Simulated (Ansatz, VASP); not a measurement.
**One calculation of TePb, two programs**

```xyz
2
Lattice="0.0000 3.1904 3.1904 3.1904 0.0000 3.1904 3.1904 3.1904 0.0000" Properties=species:S:1:pos:R:3 pbc="T T T"
Te    0.0000    0.0000    0.0000
Pb    3.1904    3.1904    3.1904
```

Alike in both runs: functional LDA; k mesh 8 × 8 × 8; occupations gaussian, width 0.02 eV; no spin polarisation.

Ansatz relaxed the structure, and its values are those at the end. VASP's run is a single point on that final structure, the one shown.

|  | VASP | Ansatz |
| --- | --- | --- |
| version | VASP 6.6.1 | Ansatz 0.2.0 |
| potentials or method | VASP PAW LDA potentials, release 64 (Te, Pb_d), cutoff 500 eV | scalar-relativistic, plane waves, PAW |
| valence electrons in the cell | 20 | 30 |

```tsv
	VASP	Ansatz	Ansatz less VASP
gap on the k mesh at the Fermi level (eV)	0.55	0.57	+0.016
least direct gap on the mesh (eV)	0.55	0.57	+0.016
pressure (GPa)	0.1	0.0	-0.08
```

LDA's correlation is that of Perdew and Zunger in VASP and of Perdew and Wang (1992) in Ansatz. VASP's potentials hold 20 valence electrons a cell and Ansatz's 30, so a difference there can come from the potentials and not from the codes.

Spin-orbit coupling is off throughout.
